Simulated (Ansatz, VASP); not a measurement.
## TiO in VASP and in Ansatz

```xyz
4
Lattice="2.8516 0.0000 0.0000 -1.4258 2.4696 0.0000 0.0000 0.0000 5.5675" Properties=species:S:1:pos:R:3 pbc="T T T"
Ti    0.0000    1.6464    1.3919
Ti    1.4258    0.8232    4.1756
O     0.0000    0.0000    0.0000
O     0.0000    0.0000    2.7838
```

Alike in both runs: task single point; functional r2SCAN; k mesh 6 × 6 × 4; occupations gaussian, width 0.1 eV; collinear spin.

```csv
,VASP,Ansatz
version,VASP 6.6.1,Ansatz 0.2.0
potentials or method,"VASP PAW PBE potentials, release 64 (Ti_sv, O_h), cutoff 910 eV","scalar-relativistic, plane waves, PAW"
valence electrons in the cell,36,36
```

|  | VASP | Ansatz | Ansatz less VASP |
| --- | --- | --- | --- |
| gap on the k mesh at the Fermi level (eV) | none | none | - |
| net moment per atom (μB) | 0.00 | 0.00 | 0.000 |

VASP's potentials were made for PBE, not for r2SCAN. A gap of «none» marks a metal or a gap that the smearing closes. The functional is the same, so the differences come from potentials, cutoffs and numerics. Ansatz's warnings: seeded moment not kept, stability check not made.

The k mesh is coarse, so the values compare programs but aren't converged. Noted on VASP's run: the cutoff is short for stress, so the pressure is rough.
